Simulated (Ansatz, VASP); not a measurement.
# BN: VASP beside Ansatz

Contents of INCAR:

```
SYSTEM = BN
PREC = Accurate
ENCUT = 520
EDIFF = 1E-8
ISMEAR = -1
SIGMA = 0.03
LREAL = .False.
LASPH = .True.
NELM = 60
ALGO = Normal
ISIF = 2
LWAVE = .False.
LCHARG = .False.
GGA = PS
LEFG = .True.
NBANDS = 11
```

The input KPOINTS:

```
regular mesh
0
Gamma
  13 13 13
  0 0 0
```

File POSCAR:

```
BN
1.0
    0.0000000000      1.8075000000      1.7713500000
    1.8075000000      0.0000000000      1.7713500000
    1.8075000000      1.8075000000      0.0000000000
B N
1 1
Direct
    0.0000000000      0.0000000000      0.0000000000
    0.7500000000      0.7500000000      0.7500000000
```

Input for Ansatz:

```yaml
crystal:
  lattice:
    - [0.0, 1.8075, 1.77135]
    - [1.8075, 0.0, 1.77135]
    - [1.8075, 1.8075, 0.0]
  atoms:
    - { symbol: B, position: [0.0, 0.0, 0.0] }
    - { symbol: "N", position: [0.75, 0.75, 0.75] }
kpoints:
  mp_grid: { grid: [13, 13, 13] }
scf:
  occupations: { method: fermi_dirac, width: 0.03 }
hamiltonian:
  xc: pbesol
  pseudopotentials: { kind: all_electron, datasets: crystal }
output:
  forces: true
  stress: true
  eigenvalues: true
  efg: { contact_densities: true }
```

Change from the starting cell: zz strain of -2 %, crystal datasets.

Alike in both runs: task electric field gradients; functional PBEsol; k mesh 13 × 13 × 13; occupations fermi-dirac, width 0.03 eV; no spin polarisation.

|  | VASP | Ansatz |
| --- | --- | --- |
| version | VASP 6.6.1 | Ansatz 0.2.0 |
| potentials or method | VASP PAW PBE potentials, release 64 (B, N), cutoff 520 eV | all-electron PAW with datasets made for the crystal, scalar-relativistic |

Ansatz gave:

* gap on the k mesh at the Fermi level (eV): 4.02
* pressure (GPa): 4.9
* traceless stress, the component that is largest in VASP (GPa): 8.09
* size of Vzz on the site where it differs most (V/Å²): 0.5

Q: What did VASP give for the same quantities?

A: gap on the k mesh at the Fermi level (eV): 4.02; pressure (GPa): 5.6; traceless stress, the component that is largest in VASP (GPa): 8.07; size of Vzz on the site where it differs most (V/Å²): 0.7.

VASP's potentials were made for PBE, not for PBEsol. Ansatz ran all-electron here, and VASP with PAW potentials.
